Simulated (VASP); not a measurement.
H3C18N: single point with PBE+D3(BJ)

The system is H3C18N, a slab with vacuum.

```
C N H
1.0
     7.39800    0.00000    0.00000
    -3.69900    6.40686    0.00000
     0.00000    0.00000   12.00000
C N H
18 1 3
Direct
  0.00262 0.99540 0.05751
  0.22213 0.10512 0.05793
  0.00071 0.32655 0.05802
  0.22409 0.43828 0.05808
  0.00048 0.66186 0.05761
  0.22434 0.77376 0.05802
  0.33409 0.99330 0.05810
  0.55745 0.10491 0.05814
  0.33383 0.32848 0.05811
  0.55767 0.44043 0.05792
  0.33604 0.66207 0.05804
  0.55557 0.77190 0.05777
  0.66725 0.99518 0.05791
  0.89095 0.10702 0.05781
  0.66934 0.32871 0.05806
  0.88884 0.43846 0.05794
  0.66745 0.66000 0.05740
  0.89078 0.77168 0.05712
  0.83419 0.75256 0.33333
  0.83034 0.71109 0.41492
  0.70509 0.63258 0.29670
  0.95905 0.75010 0.29855
```

```
Program             : VASP 6.6.1
Task                : single point
Functional          : PBE
Dispersion          : D3(BJ)
Potentials or basis : VASP PAW PBE potentials, release 64 (C, N, H)
Cutoff              : 520 eV
k mesh              : 2 × 2 × 1
Occupations         : gaussian, width 0.05 eV
Spin                : no spin polarisation
```

The largest force is 0.080 eV/Å. The band gap on the k mesh is 0.22 eV, direct and the dispersion energy per atom is -0.080 eV.

Forces on the atoms (eV/Å):
```
C   -0.012 -0.002 -0.001
C    0.003  0.018  0.002
C    0.002  0.007  0.001
C    0.000  0.002  0.000
C    0.026 -0.002  0.002
C    0.000 -0.016 -0.004
C   -0.005  0.012  0.001
C   -0.008  0.011  0.003
C    0.004  0.000 -0.006
C   -0.014 -0.015 -0.003
C   -0.005 -0.009  0.003
C    0.014  0.002  0.005
C    0.009 -0.006 -0.005
C    0.004 -0.006  0.008
C   -0.012 -0.018  0.002
C    0.018  0.000 -0.001
C   -0.012  0.014  0.001
C   -0.011  0.016  0.002
N    0.031 -0.073  0.012
H   -0.019  0.019 -0.006
H   -0.012  0.023 -0.002
H   -0.001  0.024 -0.015
```

Levels at points of the mesh, in eV from the valence-band top:
| k point | band 37 | band 38 | band 39 | band 40 | band 41 | band 42 | band 43 | band 44 |
| --- | --- | --- | --- | --- | --- | --- | --- | --- |
| (0.00, 0.00, 0.00) | -2.93 | -1.83 | -0.01 | 0.00 | 0.22 | 0.22 | 2.98 | 4.16 |
| (0.50, 0.00, 0.00) | -2.53 | -2.51 | -2.25 | -1.83 | 1.78 | 2.59 | 2.60 | 2.66 |
| (0.00, 0.50, 0.00) | -2.53 | -2.52 | -2.25 | -1.83 | 1.79 | 2.58 | 2.59 | 2.65 |
| (0.50, 0.50, 0.00) | -2.54 | -2.52 | -2.26 | -1.82 | 1.79 | 2.58 | 2.59 | 2.66 |

Wall time 3.7 min on 1 thread of Intel(R) Xeon(R) Platinum 8488C (Sapphire Rapids), with other jobs on the host, peak memory 0.59 GiB.

Caveat: the k points lie up to 0.49 Å⁻¹ apart.
